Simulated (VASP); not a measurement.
Crystal: Sn.

```xyz
2
Lattice="1.7800 -2.3569 0.0000 1.7800 2.3569 0.0000 0.0000 0.0000 6.8666" Properties=species:S:1:pos:R:3 pbc="T T T"
Sn    1.7800    1.1784    5.4448
Sn    1.7800   -1.1784    1.4218
```

The cell was generated, and may not be a known phase.

| Property | Result |
| --- | --- |
| Program | VASP 6.6.1 |
| Task | relaxation of cell and atoms |
| Functional | PBE |
| Potentials or basis | VASP PAW PBE potentials, release 64 (Sn_d) |
| Cutoff | 600 eV |
| k mesh | 6 × 6 × 4 |
| Occupations | gaussian, width 0.1 eV |
| Spin | no spin polarisation |

At the start: pressure 6.9 GPa; volume 28.81 Å³/atom.

**Question.** How do energy, volume and symmetry change on relaxing?

**Answer.** Over 25 steps the energy falls by 221.4 meV/atom and the volume is 27.40 Å³/atom (-4.9 %); space group Cmme (No. 67, to 0.1 Å) before, Fmmm (No. 69, to 0.1 Å).

Step by step:
```tsv
step	energy change (eV)	largest force (eV/Å)	pressure (GPa)	volume (Å³)
1	0.0000	0.2198	6.89	57.61
2	-0.1737	0.0370	-3.27	68.34
3	-0.2212	0.0550	-0.84	64.40
4	-0.2211	0.0505	-0.97	64.54
5	-0.2405	0.1371	-0.79	63.29
6	-0.2641	0.3293	-0.02	60.81
7	-0.2648	0.4217	0.41	59.91
8	-0.2778	0.4450	0.32	59.38
9	-0.3092	0.5124	0.06	57.72
10	-0.3790	0.4285	1.56	54.07
11	-0.4063	0.1733	0.36	54.96
12	-0.4084	0.0860	0.01	55.24
13	-0.4232	0.0929	-0.09	55.20
14	-0.4298	0.1462	0.20	54.98
15	-0.4349	0.1114	-0.03	55.09
16	-0.4371	0.0835	-0.06	55.04
17	-0.4379	0.0648	-0.04	54.99
18	-0.4397	0.0532	0.04	54.90
19	-0.4401	0.0162	0.20	54.60
20	-0.4411	0.0483	0.05	54.78
21	-0.4412	0.0364	0.15	54.69
22	-0.4413	0.0428	0.11	54.72
23	-0.4420	0.0127	-0.06	54.83
24	-0.4420	0.0153	-0.03	54.83
25	-0.4427	0.0006	-0.03	54.81
```

Final structure:
```cif
data_structure
_symmetry_space_group_name_H-M 'P 1'
_symmetry_Int_Tables_number 1
_cell_length_a 3.1843
_cell_length_b 3.1843
_cell_length_c 5.5185
_cell_angle_alpha 90.000
_cell_angle_beta 90.000
_cell_angle_gamma 101.630
_cell_volume 54.81
loop_
_atom_site_label
_atom_site_type_symbol
_atom_site_fract_x
_atom_site_fract_y
_atom_site_fract_z
_atom_site_occupancy
Sn1 Sn 0.25000 0.75000 0.75000 1
Sn2 Sn 0.75000 0.25000 0.25000 1
```

Caveat: the k points lie up to 0.34 Å⁻¹ apart in the final cell, too coarse for converged energies and pressures of a metal; a cell axis changed by over 15 % at a fixed basis, so the end point is rough.
